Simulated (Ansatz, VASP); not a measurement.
# HfO2: VASP beside Ansatz

```
CELL_PARAMETERS angstrom
0.00000 2.55750 2.55750
2.55750 0.00000 2.55750
2.55750 2.55750 0.00000
ATOMIC_POSITIONS crystal
Hf 0.00000 0.00000 0.00000
O 0.25000 0.25000 0.25000
O 0.75000 0.75000 0.75000
```

Alike in both runs: task single point; functional PBE; k mesh 8 × 8 × 8; no spin polarisation.

|  | VASP | Ansatz |
| --- | --- | --- |
| version | VASP 6.6.1 | Ansatz 0.2.0 |
| potentials or method | VASP PAW PBE potentials, release 64 (Hf_pv, O), cutoff 600 eV | plane waves, PAW |
| occupations | gaussian, width 0.01 eV | fixed |
| valence electrons in the cell | 22 | 38 |

```tsv
	VASP	Ansatz	Ansatz less VASP
gap on the k mesh at the Fermi level (eV)	3.73	3.72	-0.009
```

VASP's potentials hold 22 valence electrons a cell and Ansatz's 38, so a difference there can come from the potentials and not from the codes. Ansatz's warnings: settled levels scf threshold loose.

Neither program's run includes spin-orbit coupling.
